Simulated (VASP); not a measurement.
Crystal: Ga3BSb2.

```
Ga B Sb
1.0
     4.14184    0.00000    0.00000
    -2.07092    3.58694    0.00000
     0.00000    0.00000   10.03851
Ga B Sb
3 1 2
Cartesian
  0.0000 0.0000 2.5157
  2.0709 1.1956 5.9628
  0.0000 2.3913 9.1102
  0.0000 2.3913 6.6540
  0.0000 0.0000 10.0056
  2.0709 1.1956 3.3961
```

The cell was generated, and may not be a known phase.

```yaml
Program: VASP 6.6.1
Task: relaxation of cell and atoms
Functional: PBE
Potentials_or_basis: VASP PAW PBE potentials, release 64 (Ga_d, B, Sb)
Cutoff: 600 eV
k_mesh: 5 × 5 × 2
Occupations: gaussian, width 0.2 eV
Spin: no spin polarisation
```

At the start: pressure 2.2 GPa; volume 24.86 Å³/atom.

Q: Where does the relaxation end?

A: Over 17 steps the energy falls by 181.9 meV/atom and the volume is 23.79 Å³/atom (-4.3 %); space group P3m1 (No. 156, to 0.1 Å) before and after.

Step by step:
| step | energy change (eV) | largest force (eV/Å) | pressure (GPa) | volume (Å³) |
| --- | --- | --- | --- | --- |
| 1 | 0.0000 | 2.2235 | 2.24 | 149.14 |
| 2 | -0.3586 | 1.6258 | -1.18 | 156.74 |
| 3 | -0.4515 | 1.1808 | -3.11 | 162.87 |
| 4 | -0.7385 | 0.7195 | -1.72 | 155.74 |
| 5 | -0.7847 | 1.0462 | -0.55 | 151.93 |
| 6 | -0.9242 | 0.8245 | 0.65 | 146.44 |
| 7 | -0.9648 | 0.8369 | 1.94 | 141.98 |
| 8 | -1.0652 | 0.3495 | -0.40 | 145.09 |
| 9 | -1.0657 | 0.3622 | -0.58 | 145.35 |
| 10 | -1.0763 | 0.1698 | -0.22 | 143.81 |
| 11 | -1.0765 | 0.2024 | -0.08 | 143.55 |
| 12 | -1.0827 | 0.0469 | 0.21 | 142.47 |
| 13 | -1.0839 | 0.0562 | 0.38 | 141.93 |
| 14 | -1.0841 | 0.0776 | 0.46 | 141.67 |
| 15 | -1.0885 | 0.1199 | -0.10 | 142.75 |
| 16 | -1.0886 | 0.1259 | -0.19 | 142.89 |
| 17 | -1.0917 | 0.0756 | -0.22 | 142.76 |

Final structure:
```
CELL_PARAMETERS angstrom
3.87917 0.00000 0.00000
-1.93959 3.35946 0.00000
0.00000 0.00000 10.95487
ATOMIC_POSITIONS crystal
Ga 0.00000 0.00000 0.23770
Ga 0.66667 0.33333 0.63644
Ga 0.33333 0.66667 0.85130
B 0.33333 0.66667 0.66327
Sb 0.00000 0.00000 0.99248
Sb 0.66667 0.33333 0.36882
```

Caveat: the relaxation stopped at a loose force limit of 0.08 eV/Å, so its end isn't a converged minimum.
